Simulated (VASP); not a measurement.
A run of VASP 6.6.1 is set up as follows.

INCAR

```
ALGO     = Normal         # electronic algorithm
EDIFF    = 1E-6           # SCF threshold, eV
ENCUT    = 520            # plane-wave cutoff, eV
GGA      = PS             # functional
ISIF     = 2              # what is computed and relaxed
ISMEAR   = -1             # smearing method
LASPH    = True           # aspherical terms in the spheres
LCHARG   = False          # write CHGCAR
LREAL    = False          # projectors in reciprocal space
LWAVE    = False          # write WAVECAR
NBANDS   = 39             # bands
NELM     = 100            # most SCF steps
PREC     = Accurate       # precision mode
SIGMA    = 0.03           # smearing width, eV
```

File KPOINTS:

```
k-points
0
Gamma
  9 9 4
```

POSCAR

```
SnGe2O3
1.0
    4.0498143873     -0.0000000034      0.0000000000
   -2.0249071907      3.5072421417      0.0000000000
    0.0000000000      0.0000000000      6.4771326301
Sn Ge O
1 2 3
Direct
    0.3333333333      0.6666666667      0.6370206085
    0.0000000000      0.0000000000      0.9841383421
    0.6666666667      0.3333333333      0.2995342332
    0.0000000000      0.0000000000      0.2710159202
    0.6666666667      0.3333333333      0.5956199311
    0.3333333333      0.6666666667      0.9626709648
```

Potentials or basis: VASP PAW PBE potentials, release 64 (Sn_d, Ge_d, O).

Run with:

```sh
$ cat potpaw_PBE.64/Sn_d/POTCAR potpaw_PBE.64/Ge_d/POTCAR potpaw_PBE.64/O/POTCAR > POTCAR
$ mpirun -np 1 vasp_std > vasp.out
```

Estimate the largest force.

0.050 eV/Å.

Predict the pressure.

0.1 GPa.

Stress tensor (GPa, compression positive):
```
0.04 0.00 0.00
0.00 0.04 0.00
0.00 0.00 0.23
```

Caveat: the PAW data sets were made with another functional, which shifts forces and pressure a little.
